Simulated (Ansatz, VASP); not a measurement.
CoO in VASP and in Ansatz

File INCAR:

```
SYSTEM = CoO
PREC = Accurate
ENCUT = 520
EDIFF = 1E-6
ISMEAR = -1
SIGMA = 0.03
LREAL = .False.
LASPH = .True.
NELM = 150
ALGO = Normal
ISIF = 2
LWAVE = .False.
LCHARG = .False.
ISPIN = 2
MAGMOM = 2 0
LORBIT = 11
LMAXMIX = 4
NBANDS = 18
```

The input KPOINTS:

```
regular mesh
0
Gamma
  13 13 15
  0 0 0
```

The input POSCAR:

```
CoO
1.0
   -1.5622289045      1.4990114059      2.1072499549
    1.4990114059     -1.5622289045      2.1072499549
    1.5169888999      1.5169888999     -2.1524899595
Co O
1 1
Direct
    0.0000000000      0.0000000000      0.0000000000
    0.5000000000      0.5000000000      0.0000000000
```

Input for Ansatz:

```yaml
crystal:
  lattice:
    - [-1.5622289045, 1.4990114059, 2.1072499549]
    - [1.4990114059, -1.5622289045, 2.1072499549]
    - [1.5169888999, 1.5169888999, -2.1524899595]
  atoms:
    - { symbol: Co, position: [0.0, 0.0, 0.0], spin: 2.0 }
    - { symbol: O, position: [0.5, 0.5, 0.0] }
magnetization:
  spin_polarized: true
kpoints:
  mp_grid: { grid: [13, 13, 15] }
  band_path:
    path:
      - [0.0, 0.0, 0.0]
      - [0.5, 0.5, -0.5]
      - [0.2483398097, 0.7516601903, -0.5]
      - [-0.2483398097, 0.2483398097, 0.5]
      - [0.0, 0.0, 0.5]
      - [0.0, 0.0, 0.0]
      - [-0.5, 0.5, 0.0]
      - [0.0, 0.5, 0.0]
      - [0.0, 0.0, 0.0]
    npoints: 5
scf:
  occupations: { method: fermi_dirac, width: 0.03 }
hamiltonian:
  xc: lda
  pseudopotentials: { kind: all_electron, lapw: { basis_error: 0.001 } }
output:
  forces: true
  stress: true
  eigenvalues: true
```

Change from the starting cell: equal xy, yz and zx shear strains of -3 %.

Alike in both runs: task single point; functional LDA; k mesh 13 × 13 × 15; occupations fermi-dirac, width 0.03 eV; collinear spin.

|  | VASP | Ansatz |
| --- | --- | --- |
| version | VASP 6.6.1 | Ansatz 0.2.0 |
| potentials or method | VASP PAW LDA potentials, release 64 (Co, O), cutoff 520 eV | all-electron LAPW, scalar-relativistic |

|  | VASP | Ansatz | Ansatz less VASP |
| --- | --- | --- | --- |
| pressure (GPa) | -19.8 | -18.0 | +1.71 |
| traceless stress, the component that is largest in VASP (GPa) | -0.71 | -0.54 | +0.176 |
| net moment per atom (μB) | 1.34 | 1.42 | +0.082 |
| size of the moment on the site where the two differ most (μB) | 2.35 | 2.49 | +0.140 |

LDA's correlation is that of Perdew and Zunger in VASP and of Perdew and Wang (1992) in Ansatz. Site moments also hang on the region over which each program counts them. Ansatz ran all-electron here, and VASP with PAW potentials.
